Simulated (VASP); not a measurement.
Ba, 1 atom in the cell. Symmetry: I4/mmm, No. 139, tetragonal system. Conventional cell: a = 5.063 Å, b = 5.063 Å, c = 5.013 Å, α = 90.00°, β = 90.00°, γ = 90.00°. Within 5.7 Å of Ba (site symmetry 4/mmm) lie 14 Ba at 4.37 to 5.06 Å. 

```yaml
Program: VASP 6.6.1
Task: single point
Functional: PBE
Potentials_or_basis: VASP PAW PBE potentials, release 64 (Ba_sv)
Cutoff: 520 eV
k_mesh: 6 × 6 × 6
Occupations: fermi-dirac, width 0.05 eV
Spin: no spin polarisation
Dipole_correction: no
Further_INCAR_settings: ALGO = Fast; EDIFF = 1e-06; NBANDS = 11
```

Potentials or basis: VASP PAW PBE potentials, release 64 (Ba_sv).

Launch:

```bash
$ cat potpaw_PBE.64/Ba_sv/POTCAR > POTCAR
$ mpirun -np 1 vasp_std > vasp.out
```

Hardware: 1 thread of Intel(R) Xeon(R) 6975P-C (Granite Rapids) (shared host).

Q: Estimate the wall time of this run.

A: Wall time 9.8 s on 1 thread of Intel(R) Xeon(R) 6975P-C (Granite Rapids), with other jobs on the host, peak memory 0.2 GiB. Counts: scf iterations 11, k points 30.
